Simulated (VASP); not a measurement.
Si, 2 atoms in the cell. The structure is hexagonal, space group P6_3/mmc (No. 194). The conventional cell has a = 2.637 Å, b = 2.637 Å, c = 4.509 Å, α = 90.00°, β = 90.00°, γ = 120.00°. Si (site symmetry -6m2) has 12 Si at 2.64 to 2.72 Å within 3.5 Å. This isn't the form of Si at room conditions, which is diamond.

| Item | Value |
| --- | --- |
| Program | VASP 6.6.1 |
| Task | single point |
| Functional | PBE |
| Dispersion | D3(BJ) |
| Potentials or basis | VASP PAW PBE potentials, release 64 (Si) |
| Cutoff | 520 eV |
| k mesh | 24 × 24 × 14 |
| Occupations | gaussian, width 0.15 eV |
| Spin | no spin polarisation |
| Dipole correction | no |
| Further INCAR settings | ALGO = Normal; EDIFF = 1e-06; NBANDS = 11 |

Potentials or basis: VASP PAW PBE potentials, release 64 (Si).

Command:

```console
$ cat potpaw_PBE.64/Si/POTCAR > POTCAR
$ mpirun -np 1 vasp_std > vasp.out
```

Hardware: 1 thread of Intel(R) Xeon(R) Platinum 8259CL CPU @ 2.50GHz (Skylake/Cascade Lake), with other jobs on the host.

**Question.** How long does it take, and how much memory?

**Answer.** It took 68 s on 1 thread of Intel(R) Xeon(R) Platinum 8259CL CPU @ 2.50GHz (Skylake/Cascade Lake) (shared host), peak memory 0.24 GiB. Counts: scf iterations 9, k points 488.
